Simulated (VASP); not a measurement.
# Pt (Im-3m) in VASP: a series of runs

Pt is run at these levels: r2SCAN; tasks: single point.

Everything below comes from runs of VASP 6.6.1. Logs are shortened: lines on timing, memory, paths and dates and some standing lists are left out, and cuts for length are marked.

### Step 1. The cell of the first run

Symmetry: Im-3m, No. 229, cubic system. Conventional cell: a = 3.110 Å, b = 3.110 Å, c = 3.110 Å, α = 90.00°, β = 90.00°, γ = 90.00°. Within 3.6 Å of Pt (site symmetry m-3m) lie 14 Pt at 2.69 to 3.11 Å.

### Step 2. Single point, r2SCAN

POSCAR reads:

```
Pt
1.0
   -1.5549734862      1.5549734862      1.5549734862
    1.5549734862     -1.5549734862      1.5549734862
    1.5549734862      1.5549734862     -1.5549734862
Pt
1
Direct
    0.0000000000      0.0000000000      0.0000000000
```

INCAR.step1 reads:

```
PREC     = Accurate       # precision mode
ENCUT    = 520            # plane-wave cutoff, eV
ISMEAR   = -1             # smearing method
SIGMA    = 0.1            # smearing width, eV
LREAL    = F              # projectors in reciprocal space
LASPH    = T              # aspherical terms in the spheres
NELM     = 100            # most SCF steps
NBANDS   = 11             # bands
GGA      = PE             # functional
ALGO     = Normal         # electronic algorithm
EDIFF    = 1E-4           # SCF threshold, eV
LWAVE    = T              # write WAVECAR
LCHARG   = F              # write CHGCAR
```

INCAR.step2 reads:

```
PREC     = Accurate       # precision mode
ENCUT    = 520            # plane-wave cutoff, eV
EDIFF    = 1E-6           # SCF threshold, eV
ISMEAR   = -1             # smearing method
SIGMA    = 0.1            # smearing width, eV
LREAL    = F              # projectors in reciprocal space
LASPH    = T              # aspherical terms in the spheres
NELM     = 100            # most SCF steps
ALGO     = Normal         # electronic algorithm
ISIF     = 2              # what is computed and relaxed
LWAVE    = F              # write WAVECAR
LCHARG   = T              # write CHGCAR
METAGGA  = R2SCAN         # meta-GGA
LMIXTAU  = T            
LELF     = T              # ELF
LVHAR    = T            
NBANDS   = 11             # bands
ISTART   = 1
```

KPOINTS reads:

```
regular mesh
0
Gamma
  15 15 15
```

Potentials or basis: VASP PAW PBE potentials, release 64 (Pt).

Run with:

```
$ cat potpaw_PBE.64/Pt/POTCAR > POTCAR
$ cp INCAR.step1 INCAR
$ mpirun -np 1 vasp_std > vasp.out
$ cp INCAR.step2 INCAR
$ mpirun -np 1 vasp_std > vasp.out
```

OUTCAR:

```text
PREC = Accurate
   ENCUT = 520
   EDIFF = 1E-6
   ISMEAR = -1
   LREAL = F
   LASPH = T
   NELM = 100
   ISIF = 2
   METAGGA = R2SCAN
   ISTART = 1

 ion  position               nearest neighbor table
   1  0.000  0.000  0.000-

  LATTYP: Found a body centered cubic cell.
 ALAT       =     3.1099469724

  Lattice vectors:

 A1 = (  -1.5549734862,   1.5549734862,   1.5549734862)
 A2 = (   1.5549734862,  -1.5549734862,   1.5549734862)
 A3 = (   1.5549734862,   1.5549734862,  -1.5549734862)

Analysis of symmetry for initial positions (statically):
=====================================================================
 Subroutine PRICEL returns:
 Original cell was already a primitive cell.

 Routine SETGRP: Setting up the symmetry group for a
 body centered cubic supercell.

 Subroutine GETGRP returns: Found 48 space group operations
 (whereof 48 operations were pure point group operations)
 out of a pool of 48 trial point group operations.

The static configuration has the point symmetry O_h .

Analysis of symmetry for dynamics (positions and initial velocities):
=====================================================================
 Subroutine PRICEL returns:
 Original cell was already a primitive cell.

 Routine SETGRP: Setting up the symmetry group for a
 body centered cubic supercell.

 Subroutine GETGRP returns: Found 48 space group operations
 (whereof 48 operations were pure point group operations)
 out of a pool of 48 trial point group operations.

The dynamic configuration has the point symmetry O_h .

 Subroutine INISYM returns: Found 48 space group operations
 (whereof 48 operations are pure point group operations),
 and found     1 'primitive' translations

----------------------------------------------------------------------------------------

                                     Primitive cell

  volume of cell :      15.0393

  direct lattice vectors                    reciprocal lattice vectors
    -1.554973486  1.554973486  1.554973486     0.000000000  0.321548891  0.321548891
     1.554973486 -1.554973486  1.554973486     0.321548891  0.000000000  0.321548891
     1.554973486  1.554973486 -1.554973486     0.321548891  0.321548891  0.000000000

  length of vectors
     2.693293083  2.693293083  2.693293083     0.454738803  0.454738803  0.454738803

  position of ions in fractional coordinates (direct lattice)
     0.000000000  0.000000000  0.000000000

  ion indices of the primitive-cell ions
   primitive index   ion index
                 1           1

----------------------------------------------------------------------------------------

 KPOINTS: regular mesh

Automatic generation of k-mesh.
 Grid dimensions read from file:
 generate k-points for:   15   15   15

 Generating k-lattice:

  Cartesian coordinates                     Fractional coordinates (reciprocal lattice)
     0.000000000  0.021436593  0.021436593     0.066666667  0.000000000  0.000000000
     0.021436593  0.000000000  0.021436593     0.000000000  0.066666667  0.000000000
     0.021436593  0.021436593  0.000000000     0.000000000  0.000000000  0.066666667

  Length of vectors
     0.030315920  0.030315920  0.030315920

  Shift w.r.t. Gamma in fractional coordinates (k-lattice)
     0.000000000  0.000000000  0.000000000

 Subroutine IBZKPT returns following result:
 ===========================================

 Found    120 irreducible k-points:

 Following reciprocal coordinates:
            Coordinates               Weight
  0.000000  0.000000  0.000000      1.000000
  0.066667  0.000000  0.000000     12.000000
  0.133333  0.000000  0.000000     12.000000
  0.200000  0.000000  0.000000     12.000000
  0.266667  0.000000  0.000000     12.000000
  0.333333  0.000000  0.000000     12.000000
[... 16 lines left out ...]
  0.333333  0.200000  0.000000     48.000000
  0.400000  0.200000 -0.000000     24.000000
 [... further k-points ...]
   k-points           NKPTS =    120   k-points in BZ     NKDIM =    120   number of bands    NBANDS=     11
   number of dos      NEDOS =    301   number of ions     NIONS =      1
   total plane-waves  NPLWV =   8000
   dimension x,y,z NGX =    20 NGY =   20 NGZ =   20
   dimension x,y,z NGXF=    40 NGYF=   40 NGZF=   40
   ions per type =               1
   NGX,Y,Z   is equivalent  to a cutoff of  12.35, 12.35, 12.35 a.u.
   NGXF,Y,Z  is equivalent  to a cutoff of  24.69, 24.69, 24.69 a.u.
 SYSTEM =  unknown system
   PREC   = accura    normal or accurate (medium, high low for compatibility)
   ISTART =      1    job   : 0-new  1-cont  2-samecut
   ICHARG =      0    charge: 1-file 2-atom 10-const
   ISPIN  =      1    spin polarized calculation?
   LNONCOLLINEAR =      F non collinear calculations
   LSORBIT =      F    spin-orbit coupling
   LASPH  =      T    aspherical Exc in radial PAW
   ENCUT  =  520.0 eV  38.22 Ry    6.18 a.u.   5.01  5.01  5.01*2*pi/ulx,y,z
   NELM   =    100;   NELMIN=  2; NELMDL=  0     # of ELM steps
   EDIFF  = 0.1E-05   stopping-criterion for ELM
   LREAL  =      F    real-space projection
   EDIFFG = 0.1E-04   stopping-criterion for IOM
   NSW    =      0    number of steps for IOM
   IBRION =     -1    ionic relax: 0-MD 1-quasi-New 2-CG
   NFREE  =      0    steps in history (QN), initial steepest desc. (CG)
   ISIF   =      2    stress and relaxation
   ISYM   =      2    0-nonsym 1-usesym 2-fastsym
   POTIM  = 0.5000    time-step for ionic-motion
   TEBEG  =    0.0;   TEEND  =   0.0 temperature during run
   PSTRESS=    0.0 pullay stress
   NELECT =      10.0000    total number of electrons
   NUPDOWN=      -1.0000    fix difference up-down
   EMIN   =  10.00;   EMAX   =-10.00  energy-range for DOS
   EFERMI =   0.00;   METHOD = LEGACY
   ISMEAR =    -1;   SIGMA  =   0.10  broadening in eV -4-tet -1-fermi 0-gaus
   EFERMI_NEDOS =   21; number of points for ismear=-14 and -15
   IALGO  =     38    algorithm
   IMIX   =      4    mixing-type and parameters
     AMIX     =   0.40;   BMIX     =  1.00
     AMIX_MAG =   1.60;   BMIX_MAG =  1.00
  volume/ion in A,a.u.               =      15.04       101.49
  Fermi-wavevector in a.u.,A,eV,Ry     =   1.428889  2.700209 27.779341  2.041724
  Thomas-Fermi vector in A             =   2.548902
   LORBIT       =      0    0 simple, 1 ext, 2 COOP (PROOUT), +10 PAW based schemes
   METAGGA = R2SCAN    functional components
   LHFCALC =     F    Hartree Fock is set to
   AEXX    =    0.0000 exact exchange contribution
   IVDW    =     0    specifies the selected vdW correction
   LEPSILON=     F    determine dielectric tensor
   LRPA    =     F    only Hartree local field effects (RPA)
 non-spin polarized calculation
  energy-cutoff  :      520.00
  volume of cell :       15.04
 maximum number of plane-waves:       420
   NGX =  9   NGY =  9   NGZ =  9

 number of electron       9.9999999 magnetization

 Free energy of the ion-electron system (eV)
  ---------------------------------------------------
  ext. energy  EPLUGINS =         0.00000000
  ---------------------------------------------------
  free energy    TOTEN  =       -51.41699056 eV

  energy without entropy =      -51.39407978  energy(sigma->0) =      -51.40553517

 E-fermi :  10.8689     XC(G=0): -14.6270

 val. band max:       10.8600219052   @ k =  -0.4000   0.4000   0.3333
 cond. band min:      10.8969558369   @ k =  -0.4000   0.4000   0.0667
 fundamental gap:      0.0369339317
 Fermi energy:        10.8688809344

 k-point     1 :       0.0000    0.0000    0.0000
  band No.  band energies     occupation
      1       0.5792      2.00000
      2       6.9644      2.00000
      3       6.9644      2.00000
      4       6.9644      2.00000
      5       9.6572      1.99999
      6       9.6572      1.99999
      7      28.9266      0.00000
      8      28.9266      0.00000
      9      28.9267      0.00000
     10      39.9921      0.00000
     11      39.9921      0.00000

 k-point     2 :       0.0667    0.0000    0.0000
  band No.  band energies     occupation
      1       0.7770      2.00000
      2       6.8849      2.00000
      3       6.9644      2.00000
      4       7.1264      2.00000
      5       9.5546      2.00000
      6       9.6622      1.99999
      7      29.0234      0.00000
      8      29.1065      0.00000
      9      29.2204      0.00000
     10      37.6180      0.00000
     11      38.2633      0.00000

 k-point     3 :       0.1333    0.0000    0.0000
  band No.  band energies     occupation
      1       1.3439      2.00000
      2       6.6666      2.00000
      3       6.9489      2.00000
      4       7.6017      2.00000
      5       9.3359      2.00000
      6       9.6809      1.99999
      7      29.1249      0.00000
      8      29.2845      0.00000
      9      30.0721      0.00000
     10      35.7140      0.00000
     11      36.0035      0.00000

 k-point     4 :       0.2000    0.0000    0.0000
  band No.  band energies     occupation
      1       2.1790      2.00000
      2       6.3607      2.00000
      3       6.9286      2.00000
      4       8.3565      2.00000
      5       9.1890      2.00000
      6       9.7215      1.99998
      7      28.3101      0.00000
      8      28.6998      0.00000
      9      31.3985      0.00000
     10      34.9164      0.00000
     11      35.1408      0.00000
[... 239 lines left out ...]
 k-point    22 :       0.2667    0.2000   -0.0000
  band No.  band energies     occupation
      1       4.5295      2.00000
      2       5.8777      2.00000
      3       6.9405      2.00000
      4       9.2514      2.00000
      5      10.1132      1.99896
      6      13.0850      0.00000
      7      21.1396      0.00000
      8      24.6320      0.00000
      9      28.2647      0.00000
     10      33.4706      0.00000
     11      37.4573      0.00000

 k-point    23 :       0.3333    0.2000    0.0000
  band No.  band energies     occupation
      1       4.5370      2.00000
      2       5.7616      2.00000
      3       7.5492      2.00000
      4       9.4331      2.00000
      5      10.2885      1.99398
      6      14.6951      0.00000
      7      18.8211      0.00000
      8      23.5690      0.00000
      9      27.7404      0.00000
     10      34.4962      0.00000
     11      36.5981      0.00000

 k-point    24 :       0.4000    0.2000   -0.0000
  band No.  band energies     occupation
      1       4.5114      2.00000
      2       5.7263      2.00000
      3       7.7933      2.00000
      4       9.4747      2.00000
      5      10.4488      1.97047
      6      15.8863      0.00000
      7      17.3557      0.00000
      8      23.1449      0.00000
      9      27.5614      0.00000
     10      35.4187      0.00000
     11      35.6787      0.00000

 [... further k-points ...]
[... 5 lines left out ...]
  --------------------------------------------------------------------------------------
  -------------------------------------------------------------------------------------
  Total        0.8226834      0.8226834      0.8226834     -0.0000000     -0.0000000      0.0000000
  in kB       87.6424233     87.6424233     87.6424233     -0.0000000     -0.0000000      0.0000000
  external PRESSURE =      87.6424233 kB  Pullay stress =       0.0000000 kB

 VOLUME and BASIS-vectors are now :
 -----------------------------------------------------------------------------
  energy-cutoff  :      520.00
  volume of cell :       15.04
      direct lattice vectors                 reciprocal lattice vectors
    -1.554973486  1.554973486  1.554973486     0.000000000  0.321548891  0.321548891
     1.554973486 -1.554973486  1.554973486     0.321548891  0.000000000  0.321548891
     1.554973486  1.554973486 -1.554973486     0.321548891  0.321548891  0.000000000

 POSITION                                       TOTAL-FORCE (eV/Angst)
 -----------------------------------------------------------------------------------
      0.00000      0.00000      0.00000        -0.000000     -0.000000      0.000000
 -----------------------------------------------------------------------------------
    total drift:                                0.000000     -0.000000      0.000000

  FREE ENERGIE OF THE ION-ELECTRON SYSTEM (eV)
  ---------------------------------------------------
  free  energy   TOTEN  =       -51.4169905600 eV

  energy  without entropy=      -51.3940797753  energy(sigma->0) =      -51.40553517
```

Wall time 31 s (1 thread of Intel Xeon 6975P-C (Granite Rapids), shared host); peak memory 0.14 GiB.

Results:

| Quantity | Value |
| --- | --- |
| Free energy | -51.4170 eV |
| Pressure | 8.8 GPa |
| Band gap on the k mesh | zero (band 5 reaches 11.95 eV, above the bottom of band 6 at 9.49 eV) |

Levels at points of the mesh, in eV from the Fermi level:
```tsv
k point	band 2	band 3	band 4	band 5	band 6	band 7	band 8	band 9
(0.00, 0.00, 0.00)	-3.90	-3.90	-3.90	-1.21	-1.21	18.06	18.06	18.06
```

Caveat: the PAW data sets were made with another functional, which shifts forces and pressure a little; spin-orbit coupling is left out, which moves the levels of the heavy elements.

### Step 3. Single point, r2SCAN

This run uses another cell than the first one, of 15.25 Å³/atom, 1.014 times its volume.

POSCAR reads:

```
Pt
1.0
   -1.5621076044      1.5621076044      1.5621076044
    1.5621076044     -1.5621076044      1.5621076044
    1.5621076044      1.5621076044     -1.5621076044
Pt
1
Direct
    0.0000000000      0.0000000000      0.0000000000
```

INCAR.step1 reads:

```
SYSTEM = Pt
PREC = Accurate
ENCUT = 520
ISMEAR = -1
SIGMA = 0.1
LREAL = .FALSE.
LASPH = .TRUE.
NELM = 60
NBANDS = 11
GGA = PE
ALGO = Normal
EDIFF = 1E-4
LWAVE = .TRUE.
LCHARG = .FALSE.
```

INCAR.step2 reads:

```
SYSTEM = Pt
PREC = Accurate
ENCUT = 520
EDIFF = 1E-6
ISMEAR = -1
SIGMA = 0.1
LREAL = .FALSE.
LASPH = .TRUE.
NELM = 60
ALGO = Normal
ISIF = 2
LWAVE = .FALSE.
LCHARG = .TRUE.
METAGGA = R2SCAN
LMIXTAU = .TRUE.
LELF = .TRUE.
LVHAR = .TRUE.
NBANDS = 11
ISTART = 1
```

KPOINTS reads:

```
Automatic mesh
0
G
  15 15 15
  0 0 0
```

Potentials or basis: VASP PAW PBE potentials, release 64 (Pt).

Run with:

```
$ cat potpaw_PBE.64/Pt/POTCAR > POTCAR
$ cp INCAR.step1 INCAR
$ mpirun -np 1 vasp_std > vasp.out
$ cp INCAR.step2 INCAR
$ mpirun -np 1 vasp_std > vasp.out
```

Run time: 29 s. Hardware: 1 thread of Intel Xeon 6975P-C (Granite Rapids), shared host; peak memory 0.14 GiB.

The run converged. Its results:

```yaml
Free_energy: -51.4258 eV
Pressure: 4.7 GPa
Band_gap_on_the_k_mesh: zero (band 5 reaches 11.67 eV, above the bottom of band 6 at 9.27 eV)
```

Levels at points of the mesh, in eV from the Fermi level:
| k point | band 2 | band 3 | band 4 | band 5 | band 6 | band 7 | band 8 | band 9 |
| --- | --- | --- | --- | --- | --- | --- | --- | --- |
| (0.00, 0.00, 0.00) | -3.82 | -3.82 | -3.82 | -1.19 | -1.19 | 18.06 | 18.06 | 18.06 |

Caveat: the PAW data sets were made with another functional, which shifts forces and pressure a little; spin-orbit coupling is left out, which moves the levels of the heavy elements.

[end of part 1 of 2]
